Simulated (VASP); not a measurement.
A run of VASP 6.6.1 is set up as follows.

Contents of POSCAR:

```
Ni
1.0
    0.0000000000      1.7275387685      1.7275387685
    1.7275387685      0.0000000000      1.7275387685
    1.7275387685      1.7275387685      0.0000000000
Ni
1
Direct
    0.0000000000      0.0000000000      0.0000000000
```

File INCAR.step1:

```
PREC = Accurate
ENCUT = 520
ISMEAR = 0
SIGMA = 0.05
LREAL = False
LASPH = True
NELM = 150
ISPIN = 2
MAGMOM = 0.9
LMAXMIX = 4
NBANDS = 15
GGA = PE
ALGO = Normal
EDIFF = 1E-4
LWAVE = True
LCHARG = False
```

File INCAR.step2:

```
PREC = Accurate
ENCUT = 520
EDIFF = 1E-6
ISMEAR = 0
SIGMA = 0.05
LREAL = False
LASPH = True
NELM = 150
ALGO = Normal
ISIF = 2
LWAVE = False
LCHARG = False
ISPIN = 2
MAGMOM = 0.9
LORBIT = 11
LMAXMIX = 4
METAGGA = R2SCAN
LMIXTAU = True
NBANDS = 15
ISTART = 1
```

KPOINTS

```
Automatic mesh
0
Gamma
  22 22 22
```

Potentials or basis: VASP PAW PBE potentials, release 64 (Ni).

Launch:

```console
$ cat potpaw_PBE.64/Ni/POTCAR > POTCAR
$ cp INCAR.step1 INCAR
$ mpirun -np 1 vasp_std > vasp.out
$ cp INCAR.step2 INCAR
$ mpirun -np 1 vasp_std > vasp.out
```

Estimate the pressure.

4.9 GPa.

What does it give for the net moment?

0.71 μB per cell.

Caveat: the PAW data sets were made with another functional, which shifts forces and pressure a little.
